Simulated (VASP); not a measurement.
# CdTe (F-43m) in VASP: a series of runs

Aim: see how the results for CdTe move with the level of theory and the settings. Levels: BLYP, revPBE, r2SCAN. Tasks: single point.

Everything below comes from runs of VASP 6.6.1. Logs are shortened: lines on timing, memory, paths and dates and some standing lists are left out, and cuts for length are marked.

### Step 1. The cell of the first run

Symmetry: F-43m, No. 216, cubic system. The conventional cell has a = 6.410 Å, b = 6.410 Å, c = 6.410 Å, α = 90.00°, β = 90.00°, γ = 90.00°. Within 3.7 Å of Cd (site symmetry -43m) lie 4 Te at 2.78 Å. Te (site symmetry -43m) has 4 Cd at 2.78 Å within 3.7 Å.

### Step 2. Single point, BLYP

The input, INCAR:

```
  AGGAC = 1.0
  AGGAX = 1.0
  ALDAC = 0.0
  ALDAX = 1.0
  ALGO = Normal
  EDIFF = 1E-6
  ENCUT = 520
  GGA = B5
  ISIF = 2
  ISMEAR = 0
  LASPH = T
  LCHARG = F
  LREAL = F
  LWAVE = F
  NBANDS = 16
  NELM = 80
  PREC = Accurate
  SIGMA = 0.01
```

The input, KPOINTS:

```
k-points
0
Gamma
  6 6 6
```

The input, POSCAR:

```
CdTe
1.0
    0.0000000000      3.2050000000      3.2050000000
    3.2050000000      0.0000000000      3.2050000000
    3.2050000000      3.2050000000      0.0000000000
Cd Te
1 1
Direct
    0.0000000000      0.0000000000      0.0000000000
    0.2500000000      0.2500000000      0.2500000000
```

Potentials or basis: VASP PAW PBE potentials, release 64 (Cd, Te).

Started as:

```
$ cat potpaw_PBE.64/Cd/POTCAR potpaw_PBE.64/Te/POTCAR > POTCAR
$ mpirun -np 1 vasp_std > vasp.out
```

OUTCAR:

```text
EDIFF = 1E-6
   ENCUT = 520
   GGA = B5
   ISIF = 2
   ISMEAR = 0
   LASPH = T
   LREAL = F
   NELM = 80
   PREC = Accurate

 ion  position               nearest neighbor table
   1  0.000  0.000  0.000-   2 2.78   2 2.78   2 2.78   2 2.78
   2  0.250  0.250  0.250-   1 2.78   1 2.78   1 2.78   1 2.78

  LATTYP: Found a face centered cubic cell.
 ALAT       =     6.4100000000

  Lattice vectors:

 A1 = (   0.0000000000,   3.2050000000,   3.2050000000)
 A2 = (   3.2050000000,   0.0000000000,   3.2050000000)
 A3 = (   3.2050000000,   3.2050000000,   0.0000000000)

Analysis of symmetry for initial positions (statically):
=====================================================================
 Subroutine PRICEL returns:
 Original cell was already a primitive cell.

 Routine SETGRP: Setting up the symmetry group for a
 face centered cubic supercell.

 Subroutine GETGRP returns: Found 24 space group operations
 (whereof 24 operations were pure point group operations)
 out of a pool of 48 trial point group operations.

The static configuration has the point symmetry T_d .

Analysis of symmetry for dynamics (positions and initial velocities):
=====================================================================
 Subroutine PRICEL returns:
 Original cell was already a primitive cell.

 Routine SETGRP: Setting up the symmetry group for a
 face centered cubic supercell.

 Subroutine GETGRP returns: Found 24 space group operations
 (whereof 24 operations were pure point group operations)
 out of a pool of 48 trial point group operations.

The dynamic configuration has the point symmetry T_d .

 Subroutine INISYM returns: Found 24 space group operations
 (whereof 24 operations are pure point group operations),
 and found     1 'primitive' translations

----------------------------------------------------------------------------------------

                                     Primitive cell

  volume of cell :      65.8437

  direct lattice vectors                    reciprocal lattice vectors
     0.000000000  3.205000000  3.205000000    -0.156006240  0.156006240  0.156006240
     3.205000000  0.000000000  3.205000000     0.156006240 -0.156006240  0.156006240
     3.205000000  3.205000000  0.000000000     0.156006240  0.156006240 -0.156006240

  length of vectors
     4.532554467  4.532554467  4.532554467     0.270210734  0.270210734  0.270210734

  position of ions in fractional coordinates (direct lattice)
     0.000000000  0.000000000  0.000000000
     0.250000000  0.250000000  0.250000000

  ion indices of the primitive-cell ions
   primitive index   ion index
                 1           1
                 2           2

----------------------------------------------------------------------------------------

 KPOINTS: k-points

Automatic generation of k-mesh.
 Grid dimensions read from file:
 generate k-points for:    6    6    6

 Generating k-lattice:

  Cartesian coordinates                     Fractional coordinates (reciprocal lattice)
    -0.026001040  0.026001040  0.026001040     0.166666667  0.000000000  0.000000000
     0.026001040 -0.026001040  0.026001040     0.000000000  0.166666667  0.000000000
     0.026001040  0.026001040 -0.026001040     0.000000000  0.000000000  0.166666667

  Length of vectors
     0.045035122  0.045035122  0.045035122

  Shift w.r.t. Gamma in fractional coordinates (k-lattice)
     0.000000000  0.000000000  0.000000000

 Subroutine IBZKPT returns following result:
 ===========================================

 Found     16 irreducible k-points:

 Following reciprocal coordinates:
            Coordinates               Weight
  0.000000  0.000000  0.000000      1.000000
  0.166667  0.000000  0.000000      8.000000
  0.333333  0.000000  0.000000      8.000000
  0.500000  0.000000  0.000000      4.000000
  0.166667  0.166667  0.000000      6.000000
  0.333333  0.166667  0.000000     24.000000
[... 8 lines left out ...]
 -0.333333  0.333333  0.166667     24.000000
 -0.333333  0.500000  0.166667     12.000000
   k-points           NKPTS =     16   k-points in BZ     NKDIM =     16   number of bands    NBANDS=     16
   number of dos      NEDOS =    301   number of ions     NIONS =      2
   total plane-waves  NPLWV =  46656
   dimension x,y,z NGX =    36 NGY =   36 NGZ =   36
   dimension x,y,z NGXF=    72 NGYF=   72 NGZF=   72
   ions per type =               1   1
   NGX,Y,Z   is equivalent  to a cutoff of  13.20, 13.20, 13.20 a.u.
   NGXF,Y,Z  is equivalent  to a cutoff of  26.41, 26.41, 26.41 a.u.
 SYSTEM =  unknown system
   PREC   = accura    normal or accurate (medium, high low for compatibility)
   ISTART =      0    job   : 0-new  1-cont  2-samecut
   ICHARG =      2    charge: 1-file 2-atom 10-const
   ISPIN  =      1    spin polarized calculation?
   LNONCOLLINEAR =      F non collinear calculations
   LSORBIT =      F    spin-orbit coupling
   LASPH  =      T    aspherical Exc in radial PAW
   ENCUT  =  520.0 eV  38.22 Ry    6.18 a.u.   8.43  8.43  8.43*2*pi/ulx,y,z
   NELM   =     80;   NELMIN=  2; NELMDL= -5     # of ELM steps
   EDIFF  = 0.1E-05   stopping-criterion for ELM
   LREAL  =      F    real-space projection
   EDIFFG = 0.1E-04   stopping-criterion for IOM
   NSW    =      0    number of steps for IOM
   IBRION =     -1    ionic relax: 0-MD 1-quasi-New 2-CG
   NFREE  =      0    steps in history (QN), initial steepest desc. (CG)
   ISIF   =      2    stress and relaxation
   ISYM   =      2    0-nonsym 1-usesym 2-fastsym
   POTIM  = 0.5000    time-step for ionic-motion
   TEBEG  =    0.0;   TEEND  =   0.0 temperature during run
   PSTRESS=    0.0 pullay stress
   NELECT =      18.0000    total number of electrons
   NUPDOWN=      -1.0000    fix difference up-down
   EMIN   =  10.00;   EMAX   =-10.00  energy-range for DOS
   EFERMI =   0.00;   METHOD = LEGACY
   ISMEAR =     0;   SIGMA  =   0.01  broadening in eV -4-tet -1-fermi 0-gaus
   EFERMI_NEDOS =   21; number of points for ismear=-14 and -15
   IALGO  =     38    algorithm
   IMIX   =      4    mixing-type and parameters
     AMIX     =   0.40;   BMIX     =  1.00
     AMIX_MAG =   1.60;   BMIX_MAG =  1.00
  volume/ion in A,a.u.               =      32.92       222.17
  Fermi-wavevector in a.u.,A,eV,Ry     =   1.062497  2.007828 15.359610  1.128899
[... 48 lines left out ...]
      2      -5.3747      2.00000
      3      -5.3747      2.00000
      4      -5.3071      2.00000
      5      -5.1147      2.00000
      6      -5.1147      2.00000
[... 8 lines left out ...]
     15      11.6921      0.00000
     16      11.6921      0.00000

 k-point     3 :       0.3333    0.0000    0.0000
  band No.  band energies     occupation
      1      -7.9881      2.00000
      2      -5.3399      2.00000
      3      -5.3399      2.00000
      4      -5.1105      2.00000
      5      -5.1105      2.00000
      6      -5.0069      2.00000
[... 8 lines left out ...]
     15      12.1106      0.00000
     16      12.1106      0.00000

 k-point     4 :       0.5000    0.0000    0.0000
  band No.  band energies     occupation
      1      -7.8865      2.00000
      2      -5.3264      2.00000
      3      -5.3264      2.00000
      4      -5.1038      2.00000
      5      -5.1038      2.00000
      6      -4.7318      2.00000
[... 8 lines left out ...]
     15      13.5607      0.00000
     16      13.5607      0.00000

 k-point     5 :       0.1667    0.1667    0.0000
  band No.  band energies     occupation
      1      -8.1625      2.00000
      2      -5.3542      2.00000
      3      -5.3542      2.00000
      4      -5.3088      2.00000
      5      -5.1222      2.00000
      6      -5.1052      2.00000
[... 8 lines left out ...]
     15      12.4752      0.00000
     16      12.8400      0.00000

 k-point     6 :       0.3333    0.1667    0.0000
  band No.  band energies     occupation
      1      -7.9894      2.00000
      2      -5.3272      2.00000
      3      -5.3147      2.00000
      4      -5.1701      2.00000
      5      -5.0990      2.00000
      6      -5.0338      2.00000
[... 8 lines left out ...]
     15      12.9930      0.00000
     16      13.0375      0.00000

 k-point     7 :       0.5000    0.1667    0.0000
  band No.  band energies     occupation
      1      -7.8555      2.00000
      2      -5.3112      2.00000
      3      -5.2979      2.00000
      4      -5.1314      2.00000
      5      -5.1007      2.00000
      6      -4.7059      2.00000
[... 8 lines left out ...]
     15      13.3079      0.00000
     16      13.6476      0.00000

 k-point     8 :      -0.3333    0.1667    0.0000
  band No.  band energies     occupation
      1      -7.8884      2.00000
      2      -5.3131      2.00000
      3      -5.3123      2.00000
      4      -5.1174      2.00000
      5      -5.1164      2.00000
      6      -4.7988      2.00000
[... 8 lines left out ...]
     15      12.4180      0.00000
     16      13.6589      0.00000

 k-point     9 :      -0.1667    0.1667    0.0000
  band No.  band energies     occupation
      1      -8.0578      2.00000
      2      -5.3515      2.00000
      3      -5.3361      2.00000
      4      -5.1710      2.00000
      5      -5.1241      2.00000
      6      -5.0883      2.00000
[... 8 lines left out ...]
     15      12.2210      0.00000
     16      13.0371      0.00000

 k-point    10 :       0.3333    0.3333    0.0000
  band No.  band energies     occupation
      1      -7.8891      2.00000
      2      -5.2654      2.00000
      3      -5.2654      2.00000
      4      -5.2143      2.00000
      5      -5.0888      2.00000
      6      -4.9083      2.00000
[... 8 lines left out ...]
     15      13.4969      0.00000
     16      15.3745      0.00000

 k-point    11 :       0.5000    0.3333    0.0000
  band No.  band energies     occupation
      1      -7.7924      2.00000
      2      -5.2648      2.00000
      3      -5.2423      2.00000
      4      -5.1856      2.00000
      5      -5.0900      2.00000
      6      -4.6329      2.00000
[... 8 lines left out ...]
     15      13.9339      0.00000
     16      14.8140      0.00000

 k-point    12 :      -0.3333    0.3333    0.0000
  band No.  band energies     occupation
      1      -7.7931      2.00000
      2      -5.2857      2.00000
      3      -5.2633      2.00000
      4      -5.1436      2.00000
      5      -5.1087      2.00000
      6      -4.5653      2.00000
[... 8 lines left out ...]
     15      12.2474      0.00000
     16      15.5341      0.00000

 k-point    13 :       0.5000    0.5000    0.0000
  band No.  band energies     occupation
      1      -7.7605      2.00000
      2      -5.2292      2.00000
      3      -5.2169      2.00000
      4      -5.2169      2.00000
      5      -5.0806      2.00000
      6      -4.5790      2.00000
[... 8 lines left out ...]
     15      14.0431      0.00000
     16      14.8667      0.00000

 k-point    14 :       0.5000    0.3333    0.1667
  band No.  band energies     occupation
      1      -7.8565      2.00000
      2      -5.2913      2.00000
      3      -5.2833      2.00000
      4      -5.1591      2.00000
      5      -5.1001      2.00000
      6      -4.7727      2.00000
[... 8 lines left out ...]
     15      13.5510      0.00000
     16      14.7083      0.00000

 k-point    15 :      -0.3333    0.3333    0.1667
  band No.  band energies     occupation
      1      -7.7931      2.00000
      2      -5.2832      2.00000
      3      -5.2673      2.00000
      4      -5.1402      2.00000
      5      -5.1107      2.00000
      6      -4.5643      2.00000
[... 8 lines left out ...]
     15      13.7875      0.00000
     16      14.4730      0.00000

 k-point    16 :      -0.3333    0.5000    0.1667
  band No.  band energies     occupation
      1      -7.7619      2.00000
      2      -5.2533      2.00000
      3      -5.2512      2.00000
      4      -5.1654      2.00000
      5      -5.1001      2.00000
      6      -4.5105      2.00000
[... 8 lines left out ...]
     15      14.3473      0.00000
     16      14.6927      0.00000

------------------------ aborting loop because EDIFF is reached ----------------------------------------

  FORCE on cell =-STRESS in cart. coord.  units (eV):
  Direction    XX          YY          ZZ          XY          YZ          ZX
  --------------------------------------------------------------------------------------
  -------------------------------------------------------------------------------------
  Total        2.9870425      2.9870425      2.9870425      0.0000000      0.0000000      0.0000000
  in kB       72.6838430     72.6838430     72.6838430      0.0000000      0.0000000      0.0000000
  external PRESSURE =      72.6838430 kB  Pullay stress =       0.0000000 kB

 VOLUME and BASIS-vectors are now :
 -----------------------------------------------------------------------------
  energy-cutoff  :      520.00
  volume of cell :       65.84
      direct lattice vectors                 reciprocal lattice vectors
     0.000000000  3.205000000  3.205000000    -0.156006240  0.156006240  0.156006240
     3.205000000  0.000000000  3.205000000     0.156006240 -0.156006240  0.156006240
     3.205000000  3.205000000  0.000000000     0.156006240  0.156006240 -0.156006240

 POSITION                                       TOTAL-FORCE (eV/Angst)
 -----------------------------------------------------------------------------------
      0.00000      0.00000      0.00000        -0.000000     -0.000000     -0.000000
      1.60250      1.60250      1.60250         0.000000      0.000000      0.000000
 -----------------------------------------------------------------------------------
    total drift:                                0.000001      0.000001      0.000001

  FREE ENERGIE OF THE ION-ELECTRON SYSTEM (eV)
  ---------------------------------------------------
  free  energy   TOTEN  =        -3.5945527099 eV

  energy  without entropy=       -3.5945527099  energy(sigma->0) =       -3.59455271
```

It took 56 s on 1 thread of AMD EPYC 7R43 (Zen 3), shared host; peak memory 0.17 GiB.

Results:

```
Free energy            : -3.5946 eV
Pressure               : 7.3 GPa
Band gap on the k mesh : 0.82 eV, direct
```

Levels at points of the mesh, in eV from the valence-band top:
```csv
k point,band 6,band 7,band 8,band 9,band 10,band 11,band 12,band 13
"(0.00, 0.00, 0.00)",-8.19,0.00,0.00,0.00,0.82,4.60,4.60,4.60
"(0.50, 0.00, 0.00)",-7.81,-4.60,-0.82,-0.82,1.83,5.22,5.22,7.23
"(0.50, 0.50, 0.00)",-7.66,-4.48,-1.96,-1.96,2.63,2.68,9.08,9.26
```

Caveat: the PAW data sets were made with another functional, which shifts forces and pressure a little; spin-orbit coupling is left out, which moves the levels of the heavy elements.

### Step 3. Single point, revPBE

The input, INCAR:

```
SYSTEM = CdTe
ALGO     = Normal         ! electronic algorithm
EDIFF    = 1E-7           ! SCF threshold, eV
ENCUT    = 520            ! plane-wave cutoff, eV
GGA      = RE             ! functional
ISIF     = 2              ! what is computed and relaxed
ISMEAR   = 0              ! smearing method
LASPH    = .True.         ! aspherical terms in the spheres
LCHARG   = .False.        ! write CHGCAR
LREAL    = .False.        ! projectors in reciprocal space
LWAVE    = .False.        ! write WAVECAR
NBANDS   = 16             ! bands
NELM     = 60             ! most SCF steps
PREC     = Accurate       ! precision mode
SIGMA    = 0.01           ! smearing width, eV
```

The input, KPOINTS:

```
k-points
0
Gamma
  6 6 6
  0 0 0
```

POSCAR is that of step 2.

Potentials or basis: VASP PAW PBE potentials, release 64 (Cd, Te).

Started as:

```
$ cat potpaw_PBE.64/Cd/POTCAR potpaw_PBE.64/Te/POTCAR > POTCAR
$ mpirun -np 1 vasp_std > vasp.out
```

It took 41 s on 1 thread of AMD EPYC 7R43 (Zen 3), shared host; peak memory 0.18 GiB.

It converged, with:

* Free energy: -4.1133 eV
* Pressure: 5.7 GPa
* Band gap on the k mesh: 0.98 eV, direct

Levels at points of the mesh, in eV from the valence-band top:
| k point | band 7 | band 8 | band 9 | band 10 | band 11 | band 12 |
| --- | --- | --- | --- | --- | --- | --- |
| (0.00, 0.00, 0.00) | 0.00 | 0.00 | 0.00 | 0.98 | 4.62 | 4.62 |
| (0.50, 0.00, 0.00) | -4.58 | -0.82 | -0.82 | 1.93 | 5.22 | 5.22 |
| (0.50, 0.50, 0.00) | -4.44 | -1.97 | -1.97 | 2.65 | 2.73 | 9.15 |

Caveat: the PAW data sets were made with another functional, which shifts forces and pressure a little; spin-orbit coupling is left out, which moves the levels of the heavy elements.

### Step 4. Single point, r2SCAN

POSCAR is that of step 3.

The input, INCAR.step1:

```
SYSTEM = CdTe
PREC = Accurate
ENCUT = 520
ISMEAR = 0
SIGMA = 0.01
LREAL = .False.
LASPH = .True.
NELM = 100
NBANDS = 16
GGA = PE
ALGO = Normal
EDIFF = 1E-4
LWAVE = .True.
LCHARG = .False.
```

The input, INCAR.step2:

```
SYSTEM = CdTe
PREC = Accurate
ENCUT = 520
EDIFF = 1E-6
ISMEAR = 0
SIGMA = 0.01
LREAL = .False.
LASPH = .True.
NELM = 100
ALGO = Normal
ISIF = 2
LWAVE = .False.
LCHARG = .False.
METAGGA = R2SCAN
LMIXTAU = .True.
NBANDS = 16
ISTART = 1
```

The input, KPOINTS:

```
regular mesh
0
Gamma
  6 6 6
  0 0 0
```

Started as:

```
$ cat potpaw_PBE.64/Cd/POTCAR potpaw_PBE.64/Te/POTCAR > POTCAR
$ cp INCAR.step1 INCAR
$ mpirun -np 1 vasp_std > vasp.out
$ cp INCAR.step2 INCAR
$ mpirun -np 1 vasp_std > vasp.out
```

It took 2.3 min on 1 thread of AMD EPYC 7R43 (Zen 3), shared host; peak memory 0.18 GiB.

The run converged. Its results:

```
Free energy            : -46.5934 eV
Pressure               : 3.4 GPa
Band gap on the k mesh : 1.38 eV, direct
```

Levels at points of the mesh, in eV from the valence-band top:
```tsv
k point	band 5	band 6	band 7	band 8	band 9	band 10	band 11	band 12	band 13	band 14
(0.00, 0.00, 0.00)	-8.37	-8.37	0.00	0.00	0.00	1.38	5.00	5.00	5.00	7.99
(0.50, 0.00, 0.00)	-8.36	-7.97	-4.70	-0.84	-0.84	2.27	5.57	5.57	7.44	9.39
(0.50, 0.50, 0.00)	-8.34	-7.80	-4.53	-2.03	-2.03	2.80	2.97	9.67	9.99	9.99
```

Caveat: the PAW data sets were made with another functional, which shifts forces and pressure a little; spin-orbit coupling is left out, which moves the levels of the heavy elements. r2SCAN opens gaps a little over a GGA but as a rule still falls short of measured ones.

### Step 5. Overview

| level | gap on the mesh (eV) | pressure (GPa) |
| --- | --- | --- |
| BLYP | 0.82 | 7.3 |
| revPBE | 0.98 | 5.7 |
| r2SCAN | 1.38 | 3.4 |

Alike in all rows: task single point; potentials or basis VASP PAW PBE potentials, release 64 (Cd, Te); no spin polarisation; cell as given; k mesh 6 × 6 × 6; cutoff (eV) 520; smearing gaussian 0.01 eV.

On the cell as given the gap runs from 0.82 eV (BLYP) to 1.38 eV (r2SCAN). The pressure there spans 3.4 GPa (r2SCAN) to 7.3 GPa (BLYP); a positive pressure means that this level wants a larger cell, a negative one a smaller.

Caveats: the PAW data sets were made with another functional, which shifts forces and pressure a little; spin-orbit coupling is left out, which moves the levels of the heavy elements.

Total energies depend on the potentials used, so only differences within one code and one set of settings carry meaning.
